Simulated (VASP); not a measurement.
A run of VASP 6.6.1 is set up as follows.

The input INCAR:

```
SYSTEM = Mg5Se2
ALGO = Normal
EDIFF = 1E-6
ENCUT = 520
GGA = PE
ISIF = 2
ISMEAR = 0
LASPH = .TRUE.
LCHARG = .FALSE.
LREAL = .FALSE.
LWAVE = .FALSE.
NBANDS = 20
NELM = 60
PREC = Accurate
SIGMA = 0.2
```

KPOINTS

```
k-points
0
G
  6 6 2
  0 0 0
```

The input POSCAR:

```
Mg5Se2
1.0
    3.7407736549     -0.0001591200      0.0016645216
   -1.8705776324      3.2374016097     -0.0022938267
    0.0057011864     -0.0110991344     13.7747171077
Mg Se
5 2
Direct
    0.9999512929      0.0013125041     -0.0000506912
    0.6669268394      0.3343481695      0.2386006451
    0.3338502679      0.6664466138      0.7613059543
    0.6662532374      0.3299058675      0.5847185003
    0.3331879029      0.6644257784      0.4155513660
    0.6666235342      0.3343094026      0.8811800150
    0.3332069252      0.6692516643      0.1186942106
```

Potentials or basis: VASP PAW PBE potentials, release 64 (Mg, Se).

Command:

```sh
$ cat potpaw_PBE.64/Mg/POTCAR potpaw_PBE.64/Se/POTCAR > POTCAR
$ mpirun -np 1 vasp_std > vasp.out
```

(1) What does it give for the pressure?

(2) Estimate the largest force.

(3) Estimate the band gap on the k mesh.

## Answers

(1) 0.0 GPa.

(2) 0.019 eV/Å.

(3) zero (bands 11 and 12 overlap by 0.51 eV).

Caveat: semilocal functionals underestimate gaps, so a narrow gap can read as zero.
